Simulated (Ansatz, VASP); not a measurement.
**Two plane-wave programs on KBr**

File INCAR:

```
SYSTEM = KBr
ALGO = Normal
EDIFF = 1E-7
ENCUT = 520
ISIF = 2
ISMEAR = 0
LASPH = .True.
LCHARG = .False.
LREAL = .False.
LWAVE = .False.
NBANDS = 24
NELM = 100
PREC = Accurate
SIGMA = 0.05
```

Contents of KPOINTS:

```
k-points
0
Gamma
  6 6 4
  0 0 0
```

Contents of POSCAR:

```
KBr
1.0
    3.8300121826      0.0000000000      0.0000000000
    0.0000000000      3.8300121826      0.0000000000
    0.0000000000      0.0000000000      7.6600243652
K Br
2 2
Direct
    0.0000000000      0.0000000000      0.0000000000
    0.0000000000      0.0000000000      0.5000000000
    0.4127417919      0.5000000000      0.2500000000
    0.5872582081      0.5000000000      0.7500000000
```

Input for Ansatz:

```yaml
crystal:
  lattice:
    - [3.8300121826, 0.0, 0.0]
    - [0.0, 3.8300121826, 0.0]
    - [0.0, 0.0, 7.6600243652]
  atoms:
    - { symbol: K, position: [0.0, 0.0, 0.0] }
    - { symbol: K, position: [0.0, 0.0, 0.5] }
    - { symbol: Br, position: [0.4127417919, 0.5, 0.25] }
    - { symbol: Br, position: [0.5872582081, 0.5, 0.75] }
basis:
  ecutwfc: 420
kpoints:
  mp_grid: { grid: [6, 6, 4] }
hamiltonian:
  xc: lda
scf:
  occupations: { method: gaussian, width: 0.05 }
output:
  forces: true
  stress: true
  eigenvalues: true
  write_density: true
  write_potential: true
  elf: true
  volumetric_format: npy
```

Change from the starting cell: mode 4 frozen in at -0.334 Å and mode 10 at +0.000 Å (largest displacements).

Alike in both runs: task single point; functional LDA; k mesh 6 × 6 × 4; occupations gaussian, width 0.05 eV; no spin polarisation.

```csv
,VASP,Ansatz
version,VASP 6.6.1,Ansatz 0.2.0
potentials or method,"VASP PAW LDA potentials, release 64 (K_sv, Br), cutoff 520 eV","scalar-relativistic, plane waves, PAW"
valence electrons in the cell,32,32
```

```csv
,VASP,Ansatz,Ansatz less VASP
gap on the k mesh at the Fermi level (eV),4.05,4.04,-0.010
least direct gap on the mesh (eV),4.28,4.27,-0.011
pressure (GPa),1.0,0.9,-0.12
"traceless stress, the component that is largest in VASP (GPa)",0.29,0.28,-0.009
rms of the force components (eV/Å),0.146,0.141,-0.0047
```

LDA's correlation is that of Perdew and Zunger in VASP and of Perdew and Wang (1992) in Ansatz. Atom by atom the forces differ by 0.005 eV/Å (rms over components).
